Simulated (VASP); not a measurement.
Runs of VASP 6.6.1 on Zr4Cl. The structure is that of space group P6/mmm (No. 191), or close to it. The cells are those of the table. The cell was generated, and may not be a known phase.

```csv
task,cell,k mesh,cutoff (eV),gap on the mesh (eV),pressure (GPa)
single point,"a = 5.164, b = 5.164, c = 5.690 Å, angles 90.0, 90.0, 120.0°, 5 atoms",12 × 12 × 8,520,none,0.0
single point,"a = 4.831, b = 4.831, c = 4.647 Å, angles 90.0, 90.0, 120.0°, 5 atoms",6 × 6 × 4,520,none,40.1
single point,"a = 5.157, b = 5.157, c = 5.675 Å, angles 90.0, 90.0, 120.0°, 5 atoms",6 × 6 × 4,520,none,(a)
relaxation of cell and atoms,"relaxed from a = 4.831, b = 4.831, c = 4.647 Å, angles 90.0, 90.0, 120.0°, 5 atoms",6 × 6 × 4,600,none,-0.1
```

Alike in all rows: level PBE; potentials or basis VASP PAW PBE potentials, release 64 (Zr_sv, Cl); no spin polarisation; smearing gaussian 0.1 eV.

Estimate the missing entries.

(a) 0.2.

Caveats: the stress differs along the axes, from 26 to 69 GPa (at least some runs).

A k mesh can miss the band edges, and the runs leave out spin-orbit coupling on Zr.

A gap of «none» marks levels without a gap at the run's occupations.
